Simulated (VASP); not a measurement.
# Sn (Fd-3m) in VASP: a series of runs, part 2 of 2

VASP 6.6.1. Earlier steps stand in the parts before.

## (4) Single point, PBE

INCAR

```
PREC = Accurate
ENCUT = 520
EDIFF = 1E-6
ISMEAR = -1
SIGMA = 0.06
LREAL = False
LASPH = True
NELM = 60
ALGO = Fast
ISIF = 2
LWAVE = False
LCHARG = True
GGA = PE
LELF = True
LVHAR = True
NBANDS = 21
```

KPOINTS

```
regular mesh
0
Gamma
  3 3 3
```

POSCAR

```
Sn
1.0
    0.0000000000      3.2333428000      3.2333428000
    3.2333428000      0.0000000000      3.2333428000
    3.2333428000      3.2333428000      0.0000000000
Sn
2
Direct
    0.7500000000      0.7500000000      0.7500000000
    0.5000000000      0.5000000000      0.5000000000
```

Potentials or basis: VASP PAW PBE potentials, release 64 (Sn_d).

The run is started by

```
> cat potpaw_PBE.64/Sn_d/POTCAR > POTCAR
> mpirun -np 1 vasp_std > vasp.out
```

OUTCAR:

```text
PREC = Accurate
   ENCUT = 520
   EDIFF = 1E-6
   ISMEAR = -1
   LREAL = False
   LASPH = True
   NELM = 60
   ISIF = 2
   GGA = PE

 ion  position               nearest neighbor table
   1  0.750  0.750  0.750-   2 2.80   2 2.80   2 2.80   2 2.80
   2  0.500  0.500  0.500-   1 2.80   1 2.80   1 2.80   1 2.80

  LATTYP: Found a face centered cubic cell.
 ALAT       =     6.4666856000

  Lattice vectors:

 A1 = (   0.0000000000,   3.2333428000,   3.2333428000)
 A2 = (   3.2333428000,   0.0000000000,   3.2333428000)
 A3 = (   3.2333428000,   3.2333428000,   0.0000000000)

Analysis of symmetry for initial positions (statically):
=====================================================================
 Subroutine PRICEL returns:
 Original cell was already a primitive cell.

 Routine SETGRP: Setting up the symmetry group for a
 face centered cubic supercell.

 Subroutine GETGRP returns: Found 48 space group operations
 (whereof 24 operations were pure point group operations)
 out of a pool of 48 trial point group operations.

The static configuration has the point symmetry T_d .
 The point group associated with its full space group is O_h .

Analysis of symmetry for dynamics (positions and initial velocities):
=====================================================================
 Subroutine PRICEL returns:
 Original cell was already a primitive cell.

 Routine SETGRP: Setting up the symmetry group for a
 face centered cubic supercell.

 Subroutine GETGRP returns: Found 48 space group operations
 (whereof 24 operations were pure point group operations)
 out of a pool of 48 trial point group operations.

The dynamic configuration has the point symmetry T_d .
 The point group associated with its full space group is O_h .

 Subroutine INISYM returns: Found 48 space group operations
 (whereof 24 operations are pure point group operations),
 and found     1 'primitive' translations

----------------------------------------------------------------------------------------

                                     Primitive cell

  volume of cell :      67.6060

  direct lattice vectors                    reciprocal lattice vectors
     0.000000000  3.233342800  3.233342800    -0.154638723  0.154638723  0.154638723
     3.233342800  0.000000000  3.233342800     0.154638723 -0.154638723  0.154638723
     3.233342800  3.233342800  0.000000000     0.154638723  0.154638723 -0.154638723

  length of vectors
     4.572637240  4.572637240  4.572637240     0.267842124  0.267842124  0.267842124

  position of ions in fractional coordinates (direct lattice)
     0.750000000  0.750000000  0.750000000
     0.500000000  0.500000000  0.500000000

  ion indices of the primitive-cell ions
   primitive index   ion index
                 1           1
                 2           2

----------------------------------------------------------------------------------------

 KPOINTS: regular mesh

Automatic generation of k-mesh.
 Grid dimensions read from file:
 generate k-points for:    3    3    3

 Generating k-lattice:

  Cartesian coordinates                     Fractional coordinates (reciprocal lattice)
    -0.051546241  0.051546241  0.051546241     0.333333333  0.000000000  0.000000000
     0.051546241 -0.051546241  0.051546241     0.000000000  0.333333333  0.000000000
     0.051546241  0.051546241 -0.051546241     0.000000000  0.000000000  0.333333333

  Length of vectors
     0.089280708  0.089280708  0.089280708

  Shift w.r.t. Gamma in fractional coordinates (k-lattice)
     0.000000000  0.000000000  0.000000000

 Subroutine IBZKPT returns following result:
 ===========================================

 Found      4 irreducible k-points:

 Following reciprocal coordinates:
            Coordinates               Weight
  0.000000  0.000000  0.000000      1.000000
  0.333333  0.000000  0.000000      8.000000
  0.333333  0.333333  0.000000      6.000000
 -0.333333  0.333333  0.000000     12.000000
   k-points           NKPTS =      4   k-points in BZ     NKDIM =      4   number of bands    NBANDS=     21
   number of dos      NEDOS =    301   number of ions     NIONS =      2
   total plane-waves  NPLWV =  46656
   dimension x,y,z NGX =    36 NGY =   36 NGZ =   36
   dimension x,y,z NGXF=    72 NGYF=   72 NGZF=   72
   ions per type =               2
   NGX,Y,Z   is equivalent  to a cutoff of  13.09, 13.09, 13.09 a.u.
   NGXF,Y,Z  is equivalent  to a cutoff of  26.18, 26.18, 26.18 a.u.
 SYSTEM =  unknown system
   PREC   = accura    normal or accurate (medium, high low for compatibility)
   ISTART =      0    job   : 0-new  1-cont  2-samecut
   ICHARG =      2    charge: 1-file 2-atom 10-const
   ISPIN  =      1    spin polarized calculation?
   LNONCOLLINEAR =      F non collinear calculations
   LSORBIT =      F    spin-orbit coupling
   LASPH  =      T    aspherical Exc in radial PAW
   ENCUT  =  520.0 eV  38.22 Ry    6.18 a.u.   8.50  8.50  8.50*2*pi/ulx,y,z
   NELM   =     60;   NELMIN=  2; NELMDL= -5     # of ELM steps
   EDIFF  = 0.1E-05   stopping-criterion for ELM
   LREAL  =      F    real-space projection
   EDIFFG = 0.1E-04   stopping-criterion for IOM
   NSW    =      0    number of steps for IOM
   IBRION =     -1    ionic relax: 0-MD 1-quasi-New 2-CG
   NFREE  =      0    steps in history (QN), initial steepest desc. (CG)
   ISIF   =      2    stress and relaxation
   ISYM   =      2    0-nonsym 1-usesym 2-fastsym
   POTIM  = 0.5000    time-step for ionic-motion
   TEBEG  =    0.0;   TEEND  =   0.0 temperature during run
   PSTRESS=    0.0 pullay stress
   NELECT =      28.0000    total number of electrons
   NUPDOWN=      -1.0000    fix difference up-down
   EMIN   =  10.00;   EMAX   =-10.00  energy-range for DOS
   EFERMI =   0.00;   METHOD = LEGACY
   ISMEAR =    -1;   SIGMA  =   0.06  broadening in eV -4-tet -1-fermi 0-gaus
   EFERMI_NEDOS =   21; number of points for ismear=-14 and -15
   IALGO  =     68    algorithm
   IMIX   =      4    mixing-type and parameters
     AMIX     =   0.40;   BMIX     =  1.00
     AMIX_MAG =   1.60;   BMIX_MAG =  1.00
  volume/ion in A,a.u.               =      33.80       228.11
  Fermi-wavevector in a.u.,A,eV,Ry     =   1.220298  2.306028 20.260793  1.489126
  Thomas-Fermi vector in A             =   2.355520
   LORBIT       =      0    0 simple, 1 ext, 2 COOP (PROOUT), +10 PAW based schemes
   GGA     = PE    functional components
   LHFCALC =     F    Hartree Fock is set to
   AEXX    =    0.0000 exact exchange contribution
   IVDW    =     0    specifies the selected vdW correction
   LEPSILON=     F    determine dielectric tensor
   LRPA    =     F    only Hartree local field effects (RPA)
 non-spin polarized calculation
 RMM-DIIS sequential band-by-band and
  energy-cutoff  :      520.00
  volume of cell :       67.61
 maximum number of plane-waves:      1853
 NGX is ok and might be reduce to    36
   NGX = 17   NGY = 17   NGZ = 17

 number of electron      28.0000008 magnetization

 Free energy of the ion-electron system (eV)
  ---------------------------------------------------
  ext. energy  EPLUGINS =         0.00000000
  ---------------------------------------------------
  free energy    TOTEN  =        -7.04109978 eV

  energy without entropy =       -7.02012480  energy(sigma->0) =       -7.03061229

 E-fermi :   5.8881     XC(G=0):  -8.8520

 val. band max:        5.2803776781   @ k =   0.0000   0.0000   0.0000
 cond. band min:       5.9171980194   @ k =   0.0000   0.0000   0.0000
 fundamental gap:      0.6368203413
 Fermi energy:         5.8880649977

 k-point     1 :       0.0000    0.0000    0.0000
  band No.  band energies     occupation
      1     -15.8260      2.00000
      2     -15.8260      2.00000
      3     -15.8260      2.00000
      4     -15.7670      2.00000
      5     -15.7670      2.00000
      6     -15.4475      2.00000
[... 13 lines left out ...]
     20      13.7779      0.00000
     21      13.7783      0.00000

 k-point     2 :       0.3333    0.0000    0.0000
  band No.  band energies     occupation
      1     -15.8590      2.00000
      2     -15.8590      2.00000
      3     -15.8060      2.00000
      4     -15.7134      2.00000
      5     -15.7134      2.00000
      6     -15.5023      2.00000
[... 13 lines left out ...]
     20      13.1554      0.00000
     21      13.1554      0.00000

 k-point     3 :       0.3333    0.3333    0.0000
  band No.  band energies     occupation
      1     -15.8670      2.00000
      2     -15.8670      2.00000
      3     -15.8128      2.00000
      4     -15.6831      2.00000
      5     -15.6372      2.00000
      6     -15.6159      2.00000
[... 13 lines left out ...]
     20      15.0210      0.00000
     21      15.3099      0.00000

 k-point     4 :      -0.3333    0.3333    0.0000
  band No.  band energies     occupation
      1     -15.9031      2.00000
      2     -15.8792      2.00000
      3     -15.7408      2.00000
      4     -15.6379      2.00000
      5     -15.6299      2.00000
      6     -15.6077      2.00000
[... 13 lines left out ...]
     20      13.1977      0.00000
     21      16.5576      0.00000

------------------------ aborting loop because EDIFF is reached ----------------------------------------

  FORCE on cell =-STRESS in cart. coord.  units (eV):
  Direction    XX          YY          ZZ          XY          YZ          ZX
  --------------------------------------------------------------------------------------
  -------------------------------------------------------------------------------------
  Total        2.3971057      2.3971057      2.3971057      0.0000000      0.0000000     -0.0000000
  in kB       56.8083945     56.8083945     56.8083945      0.0000000      0.0000000     -0.0000000
  external PRESSURE =      56.8083945 kB  Pullay stress =       0.0000000 kB

 VOLUME and BASIS-vectors are now :
 -----------------------------------------------------------------------------
  energy-cutoff  :      520.00
  volume of cell :       67.61
      direct lattice vectors                 reciprocal lattice vectors
     0.000000000  3.233342800  3.233342800    -0.154638723  0.154638723  0.154638723
     3.233342800  0.000000000  3.233342800     0.154638723 -0.154638723  0.154638723
     3.233342800  3.233342800  0.000000000     0.154638723  0.154638723 -0.154638723

 POSITION                                       TOTAL-FORCE (eV/Angst)
 -----------------------------------------------------------------------------------
      4.85001      4.85001      4.85001         0.000000      0.000000      0.000000
      3.23334      3.23334      3.23334        -0.000000     -0.000000     -0.000000
 -----------------------------------------------------------------------------------
    total drift:                                0.000000      0.000000      0.000000

  FREE ENERGIE OF THE ION-ELECTRON SYSTEM (eV)
  ---------------------------------------------------
  free  energy   TOTEN  =        -7.0410997848 eV

  energy  without entropy=       -7.0201248013  energy(sigma->0) =       -7.03061229
```

OSZICAR:

```text
N       E                     dE             d eps       ncg     rms          rms(c)
DAV:   1     0.231286287797E+03    0.23129E+03   -0.14894E+04   191   0.193E+03
DAV:   2     0.192672983304E+02   -0.21202E+03   -0.20828E+03   168   0.450E+02
DAV:   3    -0.626193923942E+01   -0.25529E+02   -0.25268E+02   198   0.141E+02
DAV:   4    -0.709070468418E+01   -0.82877E+00   -0.82824E+00   188   0.289E+01
DAV:   5    -0.711845409675E+01   -0.27749E-01   -0.27749E-01   246   0.521E+00    0.340E+00
RMM:   6    -0.705986752704E+01    0.58587E-01   -0.26364E-02   204   0.182E+00    0.202E+00
RMM:   7    -0.703626104839E+01    0.23606E-01   -0.74253E-02   218   0.242E+00    0.181E-01
RMM:   8    -0.704015414384E+01   -0.38931E-02   -0.10063E-02   207   0.849E-01    0.606E-02
RMM:   9    -0.704093833080E+01   -0.78419E-03   -0.31303E-03   223   0.579E-01    0.511E-02
RMM:  10    -0.704108378061E+01   -0.14545E-03   -0.10091E-03   239   0.263E-01    0.145E-02
RMM:  11    -0.704109721144E+01   -0.13431E-04   -0.12535E-04   250   0.846E-02    0.559E-03
RMM:  12    -0.704109914209E+01   -0.19306E-05   -0.17059E-05   218   0.325E-02    0.241E-03
RMM:  13    -0.704109978476E+01   -0.64267E-06   -0.50220E-06   182   0.157E-02
   1 F= -.70410998E+01 E0= -.70306123E+01  d E =-.209750E-01
```

Run time: 13 s. Hardware: 1 thread of Intel Xeon Platinum 8488C (Sapphire Rapids), shared host; peak memory 0.19 GiB.

What came out:

- Free energy: -7.0411 eV
- Pressure: 5.7 GPa
- Band gap on the k mesh: zero (filled and empty bands touch)

Caveat: the k points lie up to 0.56 Å⁻¹ apart; spin-orbit coupling is left out, which moves the levels of the heavy elements.

## (5) Single point, PBE

INCAR

```
SYSTEM = Sn
PREC = Accurate
ENCUT = 520
EDIFF = 1E-6
ISMEAR = 0
SIGMA = 0.024
LREAL = .False.
LASPH = .True.
NELM = 60
ALGO = Normal
ISIF = 2
LWAVE = .False.
LCHARG = .False.
GGA = PE
NBANDS = 21
```

KPOINTS

```
Automatic mesh
0
Gamma
  7 7 7
  0 0 0
```

POSCAR is that of step 4.

Potentials or basis: VASP PAW PBE potentials, release 64 (Sn_d).

The run is started by

```
> cat potpaw_PBE.64/Sn_d/POTCAR > POTCAR
> mpirun -np 1 vasp_std > vasp.out
```

OUTCAR:

```text
SYSTEM = Sn
   PREC = Accurate
   ENCUT = 520
   EDIFF = 1E-6
   ISMEAR = 0
   LREAL = .False.
   LASPH = .True.
   NELM = 60
   ISIF = 2
   GGA = PE

 ion  position               nearest neighbor table
   1  0.750  0.750  0.750-   2 2.80   2 2.80   2 2.80   2 2.80
   2  0.500  0.500  0.500-   1 2.80   1 2.80   1 2.80   1 2.80

  LATTYP: Found a face centered cubic cell.
 ALAT       =     6.4666856000

  Lattice vectors:

 A1 = (   0.0000000000,   3.2333428000,   3.2333428000)
[... 661 lines left out ...]

------------------------ aborting loop because EDIFF is reached ----------------------------------------

  FORCE on cell =-STRESS in cart. coord.  units (eV):
  Direction    XX          YY          ZZ          XY          YZ          ZX
  --------------------------------------------------------------------------------------
  -------------------------------------------------------------------------------------
  Total        1.5954918      1.5954918      1.5954918      0.0000000      0.0000000     -0.0000000
  in kB       37.8111517     37.8111517     37.8111517      0.0000000      0.0000000     -0.0000000
  external PRESSURE =      37.8111517 kB  Pullay stress =       0.0000000 kB

 VOLUME and BASIS-vectors are now :
 -----------------------------------------------------------------------------
  energy-cutoff  :      520.00
  volume of cell :       67.61
      direct lattice vectors                 reciprocal lattice vectors
     0.000000000  3.233342800  3.233342800    -0.154638723  0.154638723  0.154638723
     3.233342800  0.000000000  3.233342800     0.154638723 -0.154638723  0.154638723
     3.233342800  3.233342800  0.000000000     0.154638723  0.154638723 -0.154638723

 POSITION                                       TOTAL-FORCE (eV/Angst)
 -----------------------------------------------------------------------------------
      4.85001      4.85001      4.85001         0.000000      0.000000      0.000000
      3.23334      3.23334      3.23334        -0.000000     -0.000000     -0.000000
 -----------------------------------------------------------------------------------
    total drift:                                0.000000      0.000000      0.000000

  FREE ENERGIE OF THE ION-ELECTRON SYSTEM (eV)
  ---------------------------------------------------
  free  energy   TOTEN  =        -7.6098429637 eV

  energy  without entropy=       -7.6095903899  energy(sigma->0) =       -7.60971668
```

OSZICAR:

```text
N       E                     dE             d eps       ncg     rms          rms(c)
DAV:   1     0.231360045241E+03    0.23136E+03   -0.14835E+04   868   0.195E+03
DAV:   2     0.180271038547E+02   -0.21333E+03   -0.20876E+03   855   0.455E+02
DAV:   3    -0.685912237380E+01   -0.24886E+02   -0.24764E+02   980   0.142E+02
DAV:   4    -0.764730746300E+01   -0.78819E+00   -0.78783E+00   935   0.286E+01
DAV:   5    -0.767412931402E+01   -0.26822E-01   -0.26821E-01  1220   0.510E+00    0.329E+00
DAV:   6    -0.762879079155E+01    0.45339E-01   -0.28044E-02  1117   0.199E+00    0.193E+00
DAV:   7    -0.760751070672E+01    0.21280E-01   -0.47089E-02   920   0.223E+00    0.165E-01
DAV:   8    -0.760951747348E+01   -0.20068E-02   -0.64405E-03   930   0.886E-01    0.462E-02
DAV:   9    -0.760980310522E+01   -0.28563E-03   -0.41269E-04   972   0.183E-01    0.126E-02
DAV:  10    -0.760983894996E+01   -0.35845E-04   -0.53401E-05  1083   0.477E-02    0.555E-03
DAV:  11    -0.760984350414E+01   -0.45542E-05   -0.71054E-06   812   0.272E-02    0.143E-03
DAV:  12    -0.760984296373E+01    0.54041E-06   -0.85061E-07   730   0.134E-02
   1 F= -.76098430E+01 E0= -.76097167E+01  d E =-.252574E-03
```

stdout:

```text
POSCAR found type information on POSCAR Sn
 POSCAR found :  1 types and       2 ions
 scaLAPACK will be used
 LDA part: xc-table for (Slater+PW92), standard interpolation
 POSCAR, INCAR and KPOINTS ok, starting setup
 FFT: planning ... GRIDC
 FFT: planning ... GRID_SOFT
 FFT: planning ... GRID
 WAVECAR not read
 entering main loop
```

Run time: 21 s. Hardware: 1 thread of Intel Xeon Platinum 8488C (Sapphire Rapids), shared host; peak memory 0.2 GiB.

What came out:

```
Free energy            : -7.6098 eV
Pressure               : 3.8 GPa
Band gap on the k mesh : zero (band 14 reaches 5.84 eV, above the bottom of band 15 at 5.80 eV)
```

Caveat: spin-orbit coupling is left out, which moves the levels of the heavy elements.

## (6) The runs side by side

```csv
k mesh,smearing,gap on the mesh (eV),pressure (GPa)
7 × 7 × 7,fermi-dirac 0.05 eV,none,3.7
3 × 3 × 3,fermi-dirac 0.06 eV,none,5.7
7 × 7 × 7,gaussian 0.024 eV,none,3.8
```

Alike in all rows: task single point; level PBE; potentials or basis VASP PAW PBE potentials, release 64 (Sn_d); no spin polarisation; cell as given; cutoff (eV) 520.

Caveats: some runs use coarse meshes; spin-orbit coupling is left out, which moves the levels of the heavy elements.

Absolute energies hang on the potentials; compare differences alone.
